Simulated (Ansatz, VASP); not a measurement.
**One calculation of WS2, two programs**

```
CELL_PARAMETERS angstrom
3.12682 0.00000 0.00000
-1.56341 2.70791 0.00000
0.00000 0.00000 12.15943
ATOMIC_POSITIONS crystal
W 0.33333 0.66667 0.25000
W 0.66667 0.33333 0.75000
S 0.33333 0.66667 0.62154
S 0.66667 0.33333 0.12154
S 0.33333 0.66667 0.87846
S 0.66667 0.33333 0.37846
```

Alike in both runs: functional LDA; k mesh 12 × 12 × 3; no spin polarisation.

Ansatz relaxed the structure, and its values are those at the end. VASP's run is a single point on that final structure, the one shown.

|  | VASP | Ansatz |
| --- | --- | --- |
| version | VASP 6.6.1 | Ansatz 0.2.0 |
| potentials or method | VASP PAW LDA potentials, release 64 (W_sv, S) | scalar-relativistic, plane waves, PAW |
| plane-wave cutoff (eV) | 520 | 420 |
| occupations | gaussian, width 0.01 eV | fixed |
| valence electrons in the cell | 52 | 52 |

|  | VASP | Ansatz | Ansatz less VASP |
| --- | --- | --- | --- |
| gap on the k mesh at the Fermi level (eV) | 0.85 | 0.84 | -0.010 |
| least direct gap on the mesh (eV) | 1.89 | 1.88 | -0.012 |
| pressure (GPa) | 0.4 | 0.0 | -0.41 |
| rms of the force components (eV/Å) | 0.023 | 0.000 | -0.0225 |

LDA's correlation is that of Perdew and Zunger in VASP and of Perdew and Wang (1992) in Ansatz.

Spin-orbit coupling is off throughout.
